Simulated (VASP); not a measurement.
Input of a VASP 6.6.1 run:

File INCAR:

```
SYSTEM = Bi2Se3
  PREC = Accurate
  ENCUT = 520
  EDIFF = 1E-7
  ISMEAR = 0
  SIGMA = 0.05
  LREAL = .FALSE.
  LASPH = .TRUE.
  NELM = 100
  ALGO = Normal
  ISIF = 2
  LWAVE = .FALSE.
  LCHARG = .FALSE.
  GGA = PE
  NBANDS = 32
```

File KPOINTS:

```
Automatic mesh
0
G
  6 6 6
  0 0 0
```

Contents of POSCAR:

```
Bi2Se3
1.0
    2.1459979013      1.2389924660     10.4340296434
   -2.1459979013      1.2389924660     10.4340296434
    0.0000000000     -2.4779849320     10.4340296434
Bi Se
2 3
Direct
    0.3955941725      0.3955941725      0.3955941725
    0.6044058275      0.6044058275      0.6044058275
    0.0000000000      0.0000000000      0.0000000000
    0.2210304535      0.2210304535      0.2210304535
    0.7789695465      0.7789695465      0.7789695465
```

Potentials or basis: VASP PAW PBE potentials, release 64 (Bi_d, Se).

Run with:

```bash
$ cat potpaw_PBE.64/Bi_d/POTCAR potpaw_PBE.64/Se/POTCAR > POTCAR
$ mpirun -np 1 vasp_std > vasp.out
```

Q: Estimate the largest force.

A: 0.294 eV/Å.

Q: What does it give for the pressure?

A: -2.3 GPa.

Q: What does it give for the band gap on the k mesh?

A: 0.59 eV (least direct gap 0.61 eV).

Forces in eV/Å, atoms in the order of the input:
```
Bi   0.000  0.000  0.126
Bi   0.000  0.000 -0.126
Se   0.000  0.000  0.000
Se   0.000  0.000  0.294
Se   0.000  0.000 -0.294
```

Caveat: the cell differs from its parent crystal (strain +0.025 along x and y, +0.000 along z); spin-orbit coupling is left out, which moves the levels of the heavy elements. A k mesh can miss the band edges.
